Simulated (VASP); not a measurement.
A run of VASP 6.6.1 is set up as follows.

The input INCAR:

```
SYSTEM = TbRuF3
PREC = Accurate
ENCUT = 600
EDIFF = 1E-6
ISMEAR = 0
SIGMA = 0.2
LREAL = .FALSE.
LASPH = .TRUE.
NELM = 200
ALGO = Normal
ISIF = 2
LWAVE = .FALSE.
LCHARG = .FALSE.
ISPIN = 2
MAGMOM = -0.31 -0.31 0.5 0.5 0 0 0 0 0 0
LORBIT = 11
LMAXMIX = 6
GGA = PE
NBANDS = 59
GGA_COMPAT = .FALSE.
KPAR = 4
```

The input KPOINTS:

```
regular mesh
0
G
  6 6 4
  0 0 0
```

File POSCAR:

```
TbRuF3
1.0
   -4.2729459427      0.0000000000      0.0000000000
    0.0000000000      0.0000000000     -4.2729459427
    0.0000000000     -8.5458918854      0.0000000000
Tb Ru F
2 2 6
Direct
    0.5000000000      0.5000000000      0.7500000000
    0.5000000000      0.5000000000      0.2500000000
    1.0000000000      1.0000000000      0.5000000000
    1.0000000000      1.0000000000      0.0000000000
    1.0000000000      1.0000000000      0.7500000000
    1.0000000000      0.0000000000      0.2500000000
    0.0000000000      0.5000000000      0.5000000000
    0.0000000000      0.5000000000      1.0000000000
    0.5000000000      1.0000000000      0.5000000000
    0.5000000000      0.0000000000      1.0000000000
```

Potentials or basis: VASP PAW PBE potentials, release 64 (Tb_3, Ru_pv, F), 4f in core.

Launch:

```sh
$ cat potpaw_PBE.64/Tb_3/POTCAR potpaw_PBE.64/Ru_pv/POTCAR potpaw_PBE.64/F/POTCAR > POTCAR
$ mpirun -np 4 vasp_std > vasp.out
```

Estimate the net moment.

0.00 μB per cell.

What does it give for the band gap on the k mesh?

Zero (filled and empty bands overlap).

Estimate the pressure.

-0.4 GPa.

Stress tensor (GPa, compression positive):
```
-0.49  0.00  0.00
 0.00 -0.12  0.00
 0.00  0.00 -0.49
```

Caveat: the magnetic or orbital state may not be the lowest; spin-orbit coupling is left out, which moves the levels of the heavy elements; the 4f electrons are frozen in the core, so they carry no moment and show no levels. With open d or f shells a metallic result of PBE can be an artefact of self-interaction; +U or a hybrid may open a gap.
